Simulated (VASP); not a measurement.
**TiAl: single point with PBE**

TiAl:

```
Ti Al
1.0
     2.92065    0.00000    0.00000
    -1.46033    2.52936    0.00000
     0.00000    0.00000    4.90553
Ti Al
1 1
Direct
  0.00000 0.00000 0.00000
  0.33333 0.66667 0.50000
```

This cell differs from its parent crystal: strained.

```yaml
Program: VASP 6.6.1
Task: single point
Functional: PBE
Potentials_or_basis: VASP PAW PBE potentials, release 64 (Ti_sv, Al)
Cutoff: 520 eV
k_mesh: 18 × 18 × 10
Occupations: gaussian, width 0.1 eV
Spin: no spin polarisation
Dipole_correction: no
Further_INCAR_settings: ALGO = Fast; EDIFF = 1e-07; NBANDS = 14
```

The pressure is -7.6 GPa and the band gap on the k mesh is zero (an odd number of electrons rules out a gap without spin polarisation).

Stress tensor (GPa, compression positive):
```
 -5.71   0.00   0.00
  0.00  -5.71   0.00
  0.00   0.00 -11.41
```

Levels at points of the mesh, in eV from the Fermi level:
| k point | band 4 | band 5 | band 6 | band 7 | band 8 | band 9 | band 10 | band 11 |
| --- | --- | --- | --- | --- | --- | --- | --- | --- |
| (0.00, 0.00, 0.00) | -32.65 | -8.59 | -2.34 | -1.98 | 1.19 | 1.19 | 2.57 | 2.57 |
| (0.50, 0.00, 0.00) | -32.76 | -3.45 | -2.73 | -1.36 | -0.92 | 1.98 | 3.54 | 3.62 |
| (0.00, 0.00, 0.50) | -32.65 | -7.85 | -5.12 | -0.52 | 1.20 | 1.20 | 2.52 | 2.52 |
| (0.50, 0.00, 0.50) | -32.76 | -3.39 | -2.36 | -1.69 | 0.45 | 0.87 | 1.83 | 2.41 |

Wall time 5.7 min on 1 thread of Intel Xeon 8259CL, with other jobs on the host, peak memory 0.25 GiB.

Caveat: the cell differs from its parent crystal (strained); the stress differs along the axes, from -11 to -6 GPa.
